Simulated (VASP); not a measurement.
## Li4SiC2: relaxation of cell and atoms with PBE

Li4SiC2:

```
CELL_PARAMETERS angstrom
-2.86076 2.86076 2.49709
2.86076 -2.86076 2.49709
2.86076 2.86076 -2.49709
ATOMIC_POSITIONS crystal
Li 0.27381 0.50000 0.77381
Li 0.50000 0.27381 0.77381
Li 0.50000 0.72619 0.22619
Li 0.72619 0.50000 0.22619
Si 0.00000 0.00000 0.00000
C 0.75000 0.25000 0.50000
C 0.25000 0.75000 0.50000
```

```json
{
 "Program": "VASP 6.6.1",
 "Task": "relaxation of cell and atoms",
 "Functional": "PBE",
 "Potentials or basis": "VASP PAW PBE potentials, release 64 (Li_sv, Si, C)",
 "Cutoff": "600 eV",
 "k mesh": "4 × 4 × 4",
 "Occupations": "gaussian, width 0.1 eV",
 "Spin": "no spin polarisation",
 "Dipole correction": "no",
 "Further INCAR settings": "ALGO = Normal; EDIFF = 1e-07; IBRION = 2; EDIFFG = -0.04; NSW = 90; ISIF = 3"
}
```

| Quantity | Value |
| --- | --- |
| Relaxed volume | 12.55 Å³/atom |
| Relaxed cell | a = 5.902 Å, b = 5.902 Å, c = 5.902 Å, α = 92.90°, β = 92.90°, γ = 153.98° |
| Space group after relaxing (to 0.05 Å) | I4/mmm (No. 139) |
| Energy gained by relaxing | 1193.9 meV/atom |
| Ionic steps | 24 |
| Pressure after relaxing | 0.2 GPa |
| Largest force after relaxing | 0.007 eV/Å |
| Band gap on the k mesh | zero (band 12 reaches 7.04 eV, above the bottom of band 13 at 3.67 eV) |

Forces on the atoms (eV/Å):
```
Li   0.000  0.007  0.000
Li   0.007  0.000  0.000
Li  -0.007  0.000  0.000
Li   0.000 -0.007  0.000
Si   0.000  0.000  0.000
C    0.000  0.000  0.000
C    0.000  0.000  0.000
```

Stress tensor (GPa, compression positive):
```
0.23 0.00 0.00
0.00 0.23 0.00
0.00 0.00 0.11
```

Step by step:
| step | energy change (eV) | largest force (eV/Å) | pressure (GPa) | volume (Å³) |
| --- | --- | --- | --- | --- |
| 1 | 0.0000 | 2.3715 | 1.11 | 81.74 |
| 2 | -1.3961 | 0.0387 | 4.38 | 82.39 |
| 3 | -1.5263 | 0.7785 | 6.62 | 82.46 |
| 4 | -2.0446 | 0.4739 | 2.63 | 88.97 |
| 5 | -2.7572 | 0.3734 | -5.86 | 108.88 |
| 6 | -3.1963 | 0.6033 | -5.99 | 109.94 |
| 7 | -5.7706 | 0.5607 | -11.80 | 109.62 |
| 8 | 12.1738 | 1.0899 | 67.08 | 89.95 |
| 9 | -6.0842 | 0.6448 | -11.23 | 109.15 |
| 10 | -6.6901 | 0.5460 | -12.67 | 107.52 |
| 11 | -6.6485 | 0.7255 | 1.75 | 100.88 |
| 12 | -7.2244 | 0.3161 | -13.89 | 106.39 |
| 13 | -7.6895 | 0.5289 | -8.31 | 103.95 |
| 14 | -7.6455 | 0.4781 | -10.87 | 104.92 |
| 15 | -6.5180 | 0.8330 | 11.47 | 90.98 |
| 16 | -7.8460 | 0.5439 | -6.54 | 101.00 |
| 17 | -7.8483 | 0.5516 | -6.07 | 100.63 |
| 18 | -8.2207 | 0.4854 | -2.97 | 93.47 |
| 19 | -8.3291 | 0.3802 | 0.20 | 88.21 |
| 20 | -8.3303 | 0.3610 | 0.71 | 87.50 |
| 21 | -8.3510 | 0.1530 | 0.13 | 87.78 |
| 22 | -8.3552 | 0.0028 | -0.25 | 87.99 |
| 23 | -8.3560 | 0.0157 | 0.56 | 87.75 |
| 24 | -8.3574 | 0.0071 | 0.19 | 87.86 |

Final structure:
```
Li Si C
1.0
    -4.06610    4.06610    1.32853
     4.06610   -4.06610    1.32853
     4.06610    4.06610   -1.32853
Li Si C
4 1 2
Direct
  0.24972 0.50000 0.74972
  0.50000 0.24972 0.74972
  0.50000 0.75028 0.25028
  0.75028 0.50000 0.25028
  0.00000 0.00000 0.00000
  0.75000 0.25000 0.50000
  0.25000 0.75000 0.50000
```

Levels at points of the mesh, in eV from the Fermi level:
```tsv
k point	band 8	band 9	band 10	band 11	band 12	band 13	band 14	band 15	band 16
(0.00, 0.00, 0.00)	-8.67	-8.67	-2.82	-2.82	-1.76	-0.19	3.31	4.99	5.57
(0.50, 0.00, 0.00)	-4.54	-4.22	-3.83	-3.79	-3.73	-0.78	-0.05	2.75	2.80
(0.50, 0.50, 0.00)	-8.70	-8.64	-3.67	-2.79	-0.29	1.41	3.30	3.31	4.22
(0.50, 0.50, 0.50)	-8.72	-8.72	-3.46	-3.46	2.56	2.56	2.65	2.91	3.31
```

Run time: 6.9 min on 1 thread of Intel(R) Xeon(R) Platinum 8375C CPU @ 2.90GHz (Ice Lake), on a shared host, peak memory 0.24 GiB.

Caveat: the k points lie up to 0.62 Å⁻¹ apart in the final cell; the cutoff is under 1.25 times the usual one of these potentials, so pressure, stress and relaxed cells hold a basis-set (Pulay) error.
